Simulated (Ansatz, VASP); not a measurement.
## Two plane-wave programs on VO2

```
CELL_PARAMETERS angstrom
4.54063 0.00000 0.00000
0.00000 4.54063 0.00000
0.00000 0.00000 2.82984
ATOMIC_POSITIONS crystal
V 0.00000 0.00000 0.00000
V 0.50000 0.50000 0.50000
O 0.30032 0.30032 0.00000
O 0.19968 0.80032 0.50000
O 0.69968 0.69968 0.00000
O 0.80032 0.19968 0.50000
```

Alike in both runs: functional r2SCAN; k mesh 8 × 8 × 12; occupations gaussian, width 0.1 eV; collinear spin.

Ansatz relaxed the structure, and its values are those at the end. VASP's run is a single point on that final structure, the one shown.

```csv
,VASP,Ansatz
version,VASP 6.6.1,Ansatz 0.2.0
potentials or method,"VASP PAW PBE potentials, release 64 (V_sv, O), cutoff 660 eV","scalar-relativistic, plane waves, PAW"
valence electrons in the cell,50,50
```

```csv
,VASP,Ansatz,Ansatz less VASP
gap on the k mesh at the Fermi level (eV),none,none,-
pressure (GPa),0.8,0.0,-0.81
rms of the force components (eV/Å),0.019,0.000,-0.0190
net moment per atom (μB),0.33,0.33,0.000
size of the moment on the site where the two differ most (μB),1.12,0.89,-0.228
```

VASP's potentials were made for PBE, not for r2SCAN. Site moments also hang on the region over which each program counts them. A gap of «none» marks a metal or a gap that the smearing closes.
